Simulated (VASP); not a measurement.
# AlN (P3m1) in VASP: further runs

Runs on AlN. Level: PBE. Tasks: single point.

Everything below comes from runs of VASP 6.6.1. Logs are shortened: lines on timing, memory, paths and dates and some standing lists are left out, and cuts for length are marked.

## Step 1: The cell of the first run

Symmetry: P3m1, No. 156, trigonal system. Conventional cell: a = 3.130 Å, b = 3.130 Å, c = 5.018 Å, α = 90.00°, β = 90.00°, γ = 120.00°. Al (site symmetry 3m) has 4 N at 1.81 to 2.36 Å within 2.4 Å. Al (site symmetry 3m) has 4 N at 1.90 to 1.91 Å within 2.5 Å. N (site symmetry 3m) has 4 Al at 1.90 to 2.36 Å within 2.5 Å. N (site symmetry 3m) has 4 Al at 1.81 to 1.91 Å within 2.4 Å.

## Step 2: Single point, PBE (atom 1 (Al) moved by (+0.000, -0.450) A along x and z)

INCAR reads:

```
PREC = Accurate
ENCUT = 520
EDIFF = 1E-6
ISMEAR = 0
SIGMA = 0.05
LREAL = F
LASPH = T
NELM = 60
ALGO = Normal
ISIF = 2
LWAVE = F
LCHARG = T
GGA = PE
LELF = T
LVHAR = T
NBANDS = 16
```

KPOINTS reads:

```
Automatic mesh
0
Gamma
  12 12 6
```

POSCAR reads:

```
AlN
1.0
    3.1302395627      0.0000000000      0.0000000000
   -1.5651197814      2.7108669813      0.0000000000
    0.0000000000      0.0000000000      5.0179796546
Al N
2 2
Direct
    0.3333333333      0.6666666667     -0.0879488083
    0.6666666667      0.3333333333      0.5017287175
    0.3333333333      0.6666666667      0.3832712825
    0.6666666667      0.3333333333      0.8832712825
```

Potentials or basis: VASP PAW PBE potentials, release 64 (Al, N).

Run with:

```sh
$ cat potpaw_PBE.64/Al/POTCAR potpaw_PBE.64/N/POTCAR > POTCAR
$ mpirun -np 1 vasp_std > vasp.out
```

OUTCAR:

```text
PREC = Accurate
   ENCUT = 520
   EDIFF = 1E-6
   ISMEAR = 0
   LREAL = F
   LASPH = T
   NELM = 60
   ISIF = 2
   GGA = PE

 ion  position               nearest neighbor table
   1  0.333  0.667  0.912-   4 1.81   4 1.81   4 1.81   3 2.36   2 2.74   2 2.74   2 2.74
   2  0.667  0.333  0.502-   3 1.90   3 1.90   3 1.90   4 1.91   1 2.74   1 2.74   1 2.74
   3  0.333  0.667  0.383-   2 1.90   2 1.90   2 1.90   1 2.36
   4  0.667  0.333  0.883-   1 1.81   1 1.81   1 1.81   2 1.91

  LATTYP: Found a hexagonal cell.
 ALAT       =     3.1302395627
 C/A-ratio  =     1.6030656932

  Lattice vectors:

 A1 = (   3.1302395627,   0.0000000000,   0.0000000000)
 A2 = (  -1.5651197814,   2.7108669813,   0.0000000000)
 A3 = (   0.0000000000,   0.0000000000,   5.0179796546)

Analysis of symmetry for initial positions (statically):
=====================================================================
 Subroutine PRICEL returns:
 Original cell was already a primitive cell.

 Routine SETGRP: Setting up the symmetry group for a
 hexagonal supercell.

 Subroutine GETGRP returns: Found  6 space group operations
 (whereof  6 operations were pure point group operations)
 out of a pool of 24 trial point group operations.

The static configuration has the point symmetry C_3v.

Analysis of symmetry for dynamics (positions and initial velocities):
=====================================================================
 Subroutine PRICEL returns:
 Original cell was already a primitive cell.

 Routine SETGRP: Setting up the symmetry group for a
 hexagonal supercell.

 Subroutine GETGRP returns: Found  6 space group operations
 (whereof  6 operations were pure point group operations)
 out of a pool of 24 trial point group operations.

The dynamic configuration has the point symmetry C_3v.

 Subroutine INISYM returns: Found  6 space group operations
 (whereof  6 operations are pure point group operations),
 and found     1 'primitive' translations

----------------------------------------------------------------------------------------

                                     Primitive cell

  volume of cell :      42.5809

  direct lattice vectors                    reciprocal lattice vectors
     3.130239563  0.000000000  0.000000000     0.319464367  0.184442838  0.000000000
    -1.565119781  2.710866981  0.000000000     0.000000000  0.368885676  0.000000000
     0.000000000  0.000000000  5.017979655     0.000000000  0.000000000  0.199283391

  length of vectors
     3.130239563  3.130239563  5.017979655     0.368885676  0.368885676  0.199283391

  position of ions in fractional coordinates (direct lattice)
     0.333333333  0.666666667  0.912051192
     0.666666667  0.333333333  0.501728718
     0.333333333  0.666666667  0.383271282
     0.666666667  0.333333333  0.883271282

  ion indices of the primitive-cell ions
   primitive index   ion index
                 1           1
                 2           2
                 3           3
                 4           4

----------------------------------------------------------------------------------------

 KPOINTS: Automatic mesh

Automatic generation of k-mesh.
 Grid dimensions read from file:
 generate k-points for:   12   12    6

 Generating k-lattice:

  Cartesian coordinates                     Fractional coordinates (reciprocal lattice)
     0.026622031  0.015370237  0.000000000     0.083333333 -0.000000000  0.000000000
     0.000000000  0.030740473  0.000000000     0.000000000  0.083333333  0.000000000
     0.000000000  0.000000000  0.033213898     0.000000000  0.000000000  0.166666667

  Length of vectors
     0.030740473  0.030740473  0.033213898

  Shift w.r.t. Gamma in fractional coordinates (k-lattice)
     0.000000000  0.000000000  0.000000000

 Subroutine IBZKPT returns following result:
 ===========================================

 Found    100 irreducible k-points:

 Following reciprocal coordinates:
            Coordinates               Weight
  0.000000  0.000000  0.000000      1.000000
  0.083333  0.000000  0.000000      6.000000
  0.166667 -0.000000  0.000000      6.000000
  0.250000  0.000000  0.000000      6.000000
  0.333333  0.000000  0.000000      6.000000
  0.416667  0.000000  0.000000      6.000000
[... 16 lines left out ...]
  0.166667 -0.000000  0.166667      6.000000
  0.000000  0.166667  0.166667      6.000000
 [... further k-points ...]
   k-points           NKPTS =    100   k-points in BZ     NKDIM =    100   number of bands    NBANDS=     16
   number of dos      NEDOS =    301   number of ions     NIONS =      4
   total plane-waves  NPLWV =  23040
   dimension x,y,z NGX =    24 NGY =   24 NGZ =   40
   dimension x,y,z NGXF=    48 NGYF=   48 NGZF=   80
   ions per type =               2   2
   NGX,Y,Z   is equivalent  to a cutoff of  12.75, 12.75, 13.25 a.u.
   NGXF,Y,Z  is equivalent  to a cutoff of  25.49, 25.49, 26.50 a.u.
 SYSTEM =  unknown system
   PREC   = accura    normal or accurate (medium, high low for compatibility)
   ISTART =      0    job   : 0-new  1-cont  2-samecut
   ICHARG =      2    charge: 1-file 2-atom 10-const
   ISPIN  =      1    spin polarized calculation?
   LNONCOLLINEAR =      F non collinear calculations
   LSORBIT =      F    spin-orbit coupling
   LASPH  =      T    aspherical Exc in radial PAW
   ENCUT  =  520.0 eV  38.22 Ry    6.18 a.u.   5.82  5.82  9.33*2*pi/ulx,y,z
   NELM   =     60;   NELMIN=  2; NELMDL= -5     # of ELM steps
   EDIFF  = 0.1E-05   stopping-criterion for ELM
   LREAL  =      F    real-space projection
   EDIFFG = 0.1E-04   stopping-criterion for IOM
   NSW    =      0    number of steps for IOM
   IBRION =     -1    ionic relax: 0-MD 1-quasi-New 2-CG
   NFREE  =      0    steps in history (QN), initial steepest desc. (CG)
   ISIF   =      2    stress and relaxation
   ISYM   =      2    0-nonsym 1-usesym 2-fastsym
   POTIM  = 0.5000    time-step for ionic-motion
   TEBEG  =    0.0;   TEEND  =   0.0 temperature during run
   PSTRESS=    0.0 pullay stress
   NELECT =      16.0000    total number of electrons
   NUPDOWN=      -1.0000    fix difference up-down
   EMIN   =  10.00;   EMAX   =-10.00  energy-range for DOS
   EFERMI =   0.00;   METHOD = LEGACY
   ISMEAR =     0;   SIGMA  =   0.05  broadening in eV -4-tet -1-fermi 0-gaus
   EFERMI_NEDOS =   21; number of points for ismear=-14 and -15
   IALGO  =     38    algorithm
   IMIX   =      4    mixing-type and parameters
     AMIX     =   0.40;   BMIX     =  1.00
     AMIX_MAG =   1.60;   BMIX_MAG =  1.00
  volume/ion in A,a.u.               =      10.65        71.84
  Fermi-wavevector in a.u.,A,eV,Ry     =   1.181345  2.232418 18.987951  1.395575
  Thomas-Fermi vector in A             =   2.317620
   LORBIT       =      0    0 simple, 1 ext, 2 COOP (PROOUT), +10 PAW based schemes
   GGA     = PE    functional components
   LHFCALC =     F    Hartree Fock is set to
   AEXX    =    0.0000 exact exchange contribution
   IVDW    =     0    specifies the selected vdW correction
   LEPSILON=     F    determine dielectric tensor
   LRPA    =     F    only Hartree local field effects (RPA)
 non-spin polarized calculation
 Gauss-broadening in eV      SIGMA  =   0.05
  energy-cutoff  :      520.00
  volume of cell :       42.58
 maximum number of plane-waves:      1170
   NGX = 11   NGY = 11   NGZ = 19

 number of electron      15.9999998 magnetization

 Free energy of the ion-electron system (eV)
  ---------------------------------------------------
  ext. energy  EPLUGINS =         0.00000000
  ---------------------------------------------------
  free energy    TOTEN  =       -28.67333890 eV

  energy without entropy =      -28.67333890  energy(sigma->0) =      -28.67333890

 E-fermi :   6.7403     XC(G=0): -10.8016

 val. band max:        6.5193739822   @ k =   0.0000   0.0000   0.0000
 cond. band min:       9.5111838443   @ k =   0.0000   0.0000   0.0000
 fundamental gap:      2.9918098622
 Fermi energy:         6.7403453662

 k-point     1 :       0.0000    0.0000    0.0000
  band No.  band energies     occupation
      1      -9.7151      2.00000
      2      -6.8253      2.00000
      3       0.1663      2.00000
      4       3.9104      2.00000
      5       3.9104      2.00000
      6       6.2014      2.00000
[... 8 lines left out ...]
     15      18.5153      0.00000
     16      18.5153      0.00000

 k-point     2 :       0.0833    0.0000    0.0000
  band No.  band energies     occupation
      1      -9.6327      2.00000
      2      -6.7709      2.00000
      3       0.2671      2.00000
      4       3.5411      2.00000
      5       3.8395      2.00000
      6       5.7905      2.00000
[... 8 lines left out ...]
     15      18.5386      0.00000
     16      18.8983      0.00000

 k-point     3 :       0.1667   -0.0000    0.0000
  band No.  band energies     occupation
      1      -9.3948      2.00000
      2      -6.6198      2.00000
      3       0.5635      2.00000
      4       2.6603      2.00000
      5       3.6553      2.00000
      6       4.8864      2.00000
[... 8 lines left out ...]
     15      18.0289      0.00000
     16      18.4052      0.00000

 k-point     4 :       0.2500    0.0000    0.0000
  band No.  band energies     occupation
      1      -9.0320      2.00000
      2      -6.4099      2.00000
      3       1.0308      2.00000
      4       1.6310      2.00000
      5       3.4232      2.00000
      6       3.8854      2.00000
[... 8 lines left out ...]
     15      17.5558      0.00000
     16      18.7893      0.00000
[... 324 lines left out ...]
 k-point    22 :       0.0000    0.0833    0.1667
  band No.  band energies     occupation
      1      -9.5767      2.00000
      2      -6.9111      2.00000
      3       0.5968      2.00000
      4       3.5370      2.00000
      5       3.8499      2.00000
      6       5.5873      2.00000
[... 8 lines left out ...]
     15      18.2995      0.00000
     16      18.5661      0.00000

 k-point    23 :       0.1667   -0.0000    0.1667
  band No.  band energies     occupation
      1      -9.3424      2.00000
      2      -6.7441      2.00000
      3       0.8278      2.00000
      4       2.6855      2.00000
      5       3.6719      2.00000
      6       4.7702      2.00000
[... 8 lines left out ...]
     15      18.0209      0.00000
     16      18.1967      0.00000

 k-point    24 :       0.0000    0.1667    0.1667
  band No.  band energies     occupation
      1      -9.3424      2.00000
      2      -6.7442      2.00000
      3       0.8364      2.00000
      4       2.6632      2.00000
      5       3.6707      2.00000
      6       4.7972      2.00000
[... 8 lines left out ...]
     15      18.1245      0.00000
     16      18.7946      0.00000

 [... further k-points ...]

------------------------ aborting loop because EDIFF is reached ----------------------------------------

  FORCE on cell =-STRESS in cart. coord.  units (eV):
  Direction    XX          YY          ZZ          XY          YZ          ZX
  --------------------------------------------------------------------------------------
  -------------------------------------------------------------------------------------
  Total        3.0631990      3.0631990     -1.2769551     -0.0000000     -0.0000000      0.0000000
  in kB      115.2580078    115.2580078    -48.0475800     -0.0000000     -0.0000000      0.0000000
  external PRESSURE =      60.8228119 kB  Pullay stress =       0.0000000 kB

 VOLUME and BASIS-vectors are now :
 -----------------------------------------------------------------------------
  energy-cutoff  :      520.00
  volume of cell :       42.58
      direct lattice vectors                 reciprocal lattice vectors
     3.130239563  0.000000000  0.000000000     0.319464367  0.184442838  0.000000000
    -1.565119781  2.710866981  0.000000000     0.000000000  0.368885676  0.000000000
     0.000000000  0.000000000  5.017979655     0.000000000  0.000000000  0.199283391

 POSITION                                       TOTAL-FORCE (eV/Angst)
 -----------------------------------------------------------------------------------
     -0.00000      1.80724      4.57665         0.000000     -0.000000      3.321238
      1.56512      0.90362      2.51766         0.000000     -0.000000     -3.202222
     -0.00000      1.80724      1.92325        -0.000000      0.000000      1.087673
      1.56512      0.90362      4.43224         0.000000      0.000000     -1.206689
 -----------------------------------------------------------------------------------
    total drift:                                0.000000      0.000000      0.000528

  FREE ENERGIE OF THE ION-ELECTRON SYSTEM (eV)
  ---------------------------------------------------
  free  energy   TOTEN  =       -28.6733388985 eV

  energy  without entropy=      -28.6733388985  energy(sigma->0) =      -28.67333890
```

Wall time 22 s (1 thread of Intel Xeon 6975P-C (Granite Rapids), shared host); peak memory 0.19 GiB.

What came out:

```yaml
Free_energy: -28.6733 eV
Pressure: 6.1 GPa
Largest_force: 3.321 eV/Å
Band_gap_on_the_k_mesh: 2.99 eV
```

Forces in eV/Å, atoms in the order of the input:
```
Al   0.000  0.000  3.321
Al   0.000  0.000 -3.202
N    0.000  0.000  1.088
N    0.000  0.000 -1.207
```

Stress tensor (GPa, compression positive):
```
11.53  0.00  0.00
 0.00 11.53  0.00
 0.00  0.00 -4.80
```

Caveat: the cell differs from its parent crystal (atom 1 (Al) moved by (+0.000, -0.450) A along x and z); the stress differs along the axes, from -5 to 12 GPa; forces of over 1 eV/Å act on the atoms, so gaps and moduli don't describe the material at rest. A k mesh can miss the band edges.

(Continued in part 2 of 2.)
